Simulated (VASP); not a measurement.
A run of VASP 6.6.1:

INCAR

```
SYSTEM = Ru
PREC = Accurate ; ENCUT = 520
EDIFF = 1E-6 ; ISMEAR = 0
SIGMA = 0.1 ; LREAL = .FALSE.
LASPH = .TRUE. ; NELM = 80
ALGO = Normal ; ISIF = 2
LWAVE = .FALSE. ; LCHARG = .FALSE.
LDIPOL = .TRUE. ; IDIPOL = 3
DIPOL = 0.5 0.5 0.496 ; GGA = PE
NBANDS = 73
```

Contents of KPOINTS:

```
Automatic mesh
0
G
  6 6 1
  0 0 0
```

POSCAR

```
Ru
1.0
    4.7112216559      0.0000000000      0.0000000000
   -2.3556108280      4.0800376369      0.0000000000
    0.0000000000      0.0000000000     21.2967694965
Ru
9
Direct
    0.3333333333      0.3333333333      0.3991215664
    0.6666666667      0.0000000000      0.3991215664
    0.0000000000      0.6666666667      0.3991215664
    0.6666666667      0.6666666667      0.4963078029
    0.0000000000      0.3333333333      0.4963078029
    0.3333333333      0.0000000000      0.4963078029
    0.3333333333      0.3333333333      0.5934918955
    0.6666666667      0.0000000000      0.5934918955
    0.0000000000      0.6666666667      0.5934918955
```

Potentials or basis: VASP PAW PBE potentials, release 64 (Ru_pv).

Command:

```sh
$ cat potpaw_PBE.64/Ru_pv/POTCAR > POTCAR
$ mpirun -np 1 vasp_std > vasp.out
```

Hardware: 1 thread of Intel(R) Xeon(R) Platinum 8259CL CPU @ 2.50GHz (Skylake/Cascade Lake) (shared host).

Question: Estimate the wall time of this run.

Answer: It took 6.5 min on 1 thread of Intel(R) Xeon(R) Platinum 8259CL CPU @ 2.50GHz (Skylake/Cascade Lake) (shared host), peak memory 0.52 GiB. Counts: scf iterations 24, k points 7.
